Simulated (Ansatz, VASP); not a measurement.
# One calculation of CrPdF4, two programs

```
CELL_PARAMETERS angstrom
3.40676 0.00000 0.00000
0.00000 3.40676 0.00000
0.00000 0.00000 5.99762
ATOMIC_POSITIONS crystal
Pd 0.00000 0.00000 0.00000
Cr 0.50000 0.50000 0.50000
F 0.50000 0.00000 0.50000
F 0.00000 0.50000 0.50000
F 0.50000 0.50000 0.21000
F 0.50000 0.50000 0.79000
```

Alike in both runs: task single point; functional r2SCAN; k mesh 7 × 7 × 4; occupations gaussian, width 0.1265 eV; collinear spin; Hubbard terms Cr d U = 2.23 eV.

```csv
,VASP,Ansatz
version,VASP 6.6.1,Ansatz 0.2.0
potentials or method,"VASP PAW PBE potentials, release 64 (Pd, Cr_pv, F), cutoff 520 eV",PAW plane waves
valence electrons in the cell,50,60
```

|  | VASP | Ansatz | Ansatz less VASP |
| --- | --- | --- | --- |
| rms of the force components (eV/Å) | 0.997 | 1.515 | +0.5175 |
| net moment per atom (μB) | 0.15 | 0.64 | +0.489 |
| size of the moment on the site where the two differ most (μB) | 0.66 | 2.10 | +1.445 |

The net moments are unlike, so the other rows may belong to different states. VASP's potentials were made for PBE, not for r2SCAN. Site moments also hang on the region over which each program counts them. The programs project onto different local orbitals, so the same U acts differently, and such runs can settle in different states. Atom by atom the forces differ by 0.517 eV/Å (rms over components). VASP's potentials hold 50 valence electrons a cell and Ansatz's 60, so a difference there can come from the potentials and not from the codes. Ansatz's warnings: filled band counts differ across k points, stability check not made.
